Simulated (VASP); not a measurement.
Ca: relaxation of cell and atoms with PBE

Ca:

```
Ca
1.0
     4.82321    0.00000    0.00000
     0.00000    4.82321    0.00000
     0.00000    0.00000    4.38490
Ca
2
Direct
  0.50000 0.00000 0.34850
  0.00000 0.50000 0.65150
```

The cell was generated, and may not be a known phase.

* Program: VASP 6.6.1
* Task: relaxation of cell and atoms
* Functional: PBE
* Potentials or basis: VASP PAW PBE potentials, release 64 (Ca_sv)
* Cutoff: 600 eV
* k mesh: 4 × 4 × 4
* Occupations: gaussian, width 0.1 eV
* Spin: no spin polarisation
* Dipole correction: no
* Further INCAR settings: ALGO = Normal; EDIFF = 1e-06; IBRION = 2; EDIFFG = -0.04; NSW = 90; ISIF = 3

* Relaxed volume: 41.84 Å³/atom
* Relaxed cell: a = 4.594 Å, b = 4.594 Å, c = 3.964 Å, α = 90.00°, β = 90.00°, γ = 90.00°
* Space group after relaxing (to 0.1 Å): I4/mmm (No. 139)
* Energy gained by relaxing: 262.9 meV/atom
* Ionic steps: 12
* Pressure after relaxing: 0.0 GPa
* Largest force after relaxing: 0.019 eV/Å
* Band gap on the k mesh: zero (bands 10 and 11 overlap by 0.62 eV)

Forces on the atoms (eV/Å):
```
Ca   0.000  0.000  0.019
Ca   0.000  0.000 -0.019
```

Stress tensor (GPa, compression positive):
```
-0.02  0.00  0.00
 0.00 -0.02  0.00
 0.00  0.00  0.10
```

Step by step:
```tsv
step	energy change (eV)	largest force (eV/Å)	pressure (GPa)	volume (Å³)
1	0.0000	0.7071	-1.37	102.01
2	-0.1372	0.7215	-1.08	95.67
3	-0.2647	0.5143	1.92	77.66
4	-0.2952	0.6314	0.42	83.74
5	-0.2978	0.6038	0.77	82.09
6	-0.3669	0.5004	0.51	82.92
7	-0.4794	0.1004	-0.17	85.42
8	-0.5251	0.0381	-0.16	84.54
9	-0.5251	0.0314	-0.16	84.58
10	-0.5251	0.0283	-0.18	84.60
11	-0.5256	0.0149	0.10	83.31
12	-0.5257	0.0190	0.02	83.68
```

Final structure:
```yaml
crystal:
  lattice:
    - [4.59428, 0.00000, 0.00000]
    - [0.00000, 4.59428, 0.00000]
    - [0.00000, 0.00000, 3.96434]
  atoms:
    - { symbol: Ca, position: [0.50000, 0.00000, 0.24847] }
    - { symbol: Ca, position: [0.00000, 0.50000, 0.75153] }
```

Levels at points of the mesh, in eV from the Fermi level:
```tsv
k point	band 6	band 7	band 8	band 9	band 10	band 11	band 12	band 13	band 14
(0.00, 0.00, 0.00)	-22.93	-22.90	-22.90	-4.04	-0.05	0.18	1.93	2.66	2.87
(0.50, 0.00, 0.00)	-22.96	-22.96	-22.96	-2.16	-2.16	1.34	1.34	1.94	1.94
(0.50, 0.50, 0.00)	-22.96	-22.89	-22.89	-1.09	-1.09	-0.28	-0.28	2.01	2.01
(0.00, 0.00, 0.50)	-22.95	-22.95	-22.95	-1.59	-1.58	1.67	1.87	1.88	1.88
(0.50, 0.00, 0.50)	-22.95	-22.92	-22.92	-0.74	-0.74	0.24	0.24	1.14	1.14
(0.50, 0.50, 0.50)	-22.96	-22.96	-22.96	0.34	0.34	0.35	0.35	0.55	0.55
```

Run time: 6.5 min on 1 thread of Intel(R) Xeon(R) Platinum 8375C CPU @ 2.90GHz (Ice Lake), on a shared host, peak memory 0.25 GiB.

Caveat: the volume moved by over 15 % at a fixed basis, so the end points are rough.
